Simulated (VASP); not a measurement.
Input of a VASP 6.6.1 run:

Contents of INCAR:

```
SYSTEM = Ga3As2P
  PREC = Accurate
  ENCUT = 600
  EDIFF = 1E-6
  ISMEAR = 0
  SIGMA = 0.1
  LREAL = .False.
  LASPH = .True.
  NELM = 60
  ALGO = Normal
  ISIF = 3
  LWAVE = .False.
  LCHARG = .False.
  GGA = PE
  IBRION = 2
  NSW = 90
  EDIFFG = -0.04
```

KPOINTS

```
Automatic mesh
0
Gamma
  6 6 2
  0 0 0
```

The input POSCAR:

```
Ga3As2P
1.0
    3.8749079800      0.0000000000      0.0000000000
   -1.9374539900      3.3557687400      0.0000000000
    0.0000000000      0.0000000000      9.4915473400
Ga P As
3 1 2
Direct
    0.0000000000      0.0000000000      0.0000000000
    0.3333333300      0.6666666700      0.6666666700
    0.6666666700      0.3333333300      0.3333333300
    0.3333333300      0.6666666700      0.9166666700
    0.6666666700      0.3333333300      0.5833333300
    0.0000000000      0.0000000000      0.2500000000
```

Potentials or basis: VASP PAW PBE potentials, release 64 (Ga_d, P, As).

Run with:

```bash
$ cat potpaw_PBE.64/Ga_d/POTCAR potpaw_PBE.64/P/POTCAR potpaw_PBE.64/As/POTCAR > POTCAR
$ mpirun -np 1 vasp_std > vasp.out
```

Problem. What does it give for the relaxed volume?

Solution. 22.79 Å³/atom.

Problem. Estimate the space group after relaxing (to 0.05 Å).

Solution. P3m1 (No. 156).

Problem. Estimate the relaxed cell.

Solution. a = 4.011 Å, b = 4.011 Å, c = 9.814 Å, α = 90.00°, β = 90.00°, γ = 120.00°.

Final structure:
```
CELL_PARAMETERS angstrom
4.01108 0.00000 0.00000
-2.00554 3.47369 0.00000
0.00000 0.00000 9.81430
ATOMIC_POSITIONS crystal
Ga 0.00000 0.00000 0.99313
Ga 0.33333 0.66667 0.67338
Ga 0.66667 0.33333 0.33334
P 0.33333 0.66667 0.91675
As 0.66667 0.33333 0.58637
As 0.00000 0.00000 0.24703
```
